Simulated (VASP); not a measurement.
A run of VASP 6.6.1 is set up as follows.

Contents of INCAR:

```
ALGO = Normal ; EDIFF = 1E-6
ENCUT = 520 ; GGA = PE
ISIF = 2 ; ISMEAR = 0
ISPIN = 2 ; IVDW = 12
LASPH = True ; LCHARG = False
LMAXMIX = 4 ; LORBIT = 11
LREAL = False ; LWAVE = False
MAGMOM = 0 0 0.05 ; NBANDS = 20
NELM = 150 ; PREC = Accurate
SIGMA = 0.05
```

The input KPOINTS:

```
k-points
0
Gamma
  8 8 8
```

Contents of POSCAR:

```
Si2Ni
1.0
    0.0000000000      2.6504514224      2.6504514224
    2.6504514224      0.0000000000      2.6504514224
    2.6504514224      2.6504514224      0.0000000000
Si Ni
2 1
Direct
    0.2500000000      0.2500000000      0.2500000000
    0.7500000000      0.7500000000      0.7500000000
    0.0000000000      0.0000000000      0.0000000000
```

Potentials or basis: VASP PAW PBE potentials, release 64 (Si, Ni).

The run is started by

```sh
$ cat potpaw_PBE.64/Si/POTCAR potpaw_PBE.64/Ni/POTCAR > POTCAR
$ mpirun -np 1 vasp_std > vasp.out
```

Task: What does it give for the dispersion energy per atom?

Result: -0.473 eV.

Task: What does it give for the pressure?

Result: 7.0 GPa.

Task: Estimate the band gap on the k mesh.

Result: Zero (filled and empty bands overlap).

Caveat: the cell stands under pressure.
